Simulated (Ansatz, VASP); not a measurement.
## MgO in VASP and in Ansatz

```
CELL_PARAMETERS angstrom
3.24474 0.00000 0.00000
-1.62237 2.81002 0.00000
0.00000 0.00000 5.34668
ATOMIC_POSITIONS crystal
Mg 0.33333 0.66667 0.02584
Mg 0.66667 0.33333 0.52584
O 0.33333 0.66667 0.39828
O 0.66667 0.33333 0.89828
```

Alike in both runs: task single point; functional PBE; k mesh 9 × 9 × 6; occupations gaussian, width 0.05 eV; no spin polarisation.

|  | VASP | Ansatz |
| --- | --- | --- |
| version | VASP 6.6.1 | Ansatz 0.2.0 |
| potentials or method | VASP PAW PBE potentials, release 64 (Mg, O), cutoff 520 eV | scalar-relativistic, plane waves, PAW |
| valence electrons in the cell | 16 | 32 |

|  | VASP | Ansatz | Ansatz less VASP |
| --- | --- | --- | --- |
| gap on the k mesh at the Fermi level (eV) | 3.56 | 3.57 | +0.019 |
| least direct gap on the mesh (eV) | 3.56 | 3.57 | +0.019 |
| pressure (GPa) | 0.1 | 0.5 | +0.45 |
| traceless stress, the component that is largest in VASP (GPa) | -2.87 | -2.85 | +0.022 |
| rms of the force components (eV/Å) | 0.104 | 0.104 | -0.0002 |

Atom by atom the forces differ by 0.000 eV/Å (rms over components). With one functional, cell and mesh, what is left measures potentials, basis and numerics. VASP's potentials hold 16 valence electrons a cell and Ansatz's 32, so a difference there can come from the potentials and not from the codes.
